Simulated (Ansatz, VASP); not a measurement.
One calculation of TaF3, two programs

INCAR

```
  PREC = Accurate
  ENCUT = 520
  EDIFF = 1E-6
  ISMEAR = 0
  SIGMA = 0.1
  LREAL = F
  LASPH = T
  NELM = 150
  ALGO = Normal
  ISIF = 2
  LWAVE = F
  LCHARG = F
  ISPIN = 2
  MAGMOM = 1 0 0 0
  LORBIT = 11
  LMAXMIX = 4
  GGA = PE
  NBANDS = 28
```

File KPOINTS:

```
Automatic mesh
0
Gamma
  6 6 4
```

POSCAR

```
TaF3
1.0
    3.5535676200      0.0000000000      0.0000000000
    0.0000000000      3.5535676200      0.0000000000
    0.0000000000      0.0000000000      4.0404000800
Ta F
1 3
Direct
    0.5000000000      0.5000000000      0.5000000000
    0.0000000000      0.5000000000      0.7410496800
    0.5000000000      0.0000000000      0.2589503200
    0.5000000000      0.5000000000      0.0000000000
```

Input for Ansatz:

```yaml
crystal:
  lattice:
    - [3.55356762, 0.0, 0.0]
    - [0.0, 3.55356762, 0.0]
    - [0.0, 0.0, 4.04040008]
  atoms:
    - { symbol: Ta, position: [0.5, 0.5, 0.5], spin: 1.0 }
    - { symbol: F, position: [0.0, 0.5, 0.74104968] }
    - { symbol: F, position: [0.5, 0.0, 0.25895032] }
    - { symbol: F, position: [0.5, 0.5, 0.0] }
basis:
  ecutwfc: 420
kpoints:
  mp_grid: { grid: [6, 6, 4] }
hamiltonian:
  xc: pbe
scf:
  occupations: { method: gaussian, width: 0.1 }
  lower_state_search: "off"
output:
  forces: true
  stress: true
  eigenvalues: true
  populations: true
magnetization:
  spin_polarized: true
```

Alike in both runs: task single point; functional PBE; k mesh 6 × 6 × 4; occupations gaussian, width 0.1 eV; collinear spin.

|  | VASP | Ansatz |
| --- | --- | --- |
| version | VASP 6.6.1 | Ansatz 0.2.0 |
| potentials or method | VASP PAW PBE potentials, release 64 (Ta_pv, F), cutoff 520 eV | scalar-relativistic, plane waves, PAW |
| valence electrons in the cell | 32 | 34 |

Ansatz gave:

```
gap on the k mesh at the Fermi level (eV)                     : none
rms of the force components (eV/Å)                            : 0.844
net moment per atom (μB)                                      : 0.45
size of the moment on the site where the two differ most (μB) : 0.62
```

Estimate VASP's values.

gap on the k mesh at the Fermi level (eV): none; rms of the force components (eV/Å): 0.823; net moment per atom (μB): 0.45; size of the moment on the site where the two differ most (μB): 1.16.

Site moments also hang on the region over which each program counts them. Atom by atom the forces differ by 0.022 eV/Å (rms over components). A gap of «none» marks a metal or a gap that the smearing closes. VASP's potentials hold 32 valence electrons a cell and Ansatz's 34, so a difference there can come from the potentials and not from the codes.

The k mesh is coarse, so the values compare programs but aren't converged. Neither program's run includes spin-orbit coupling.
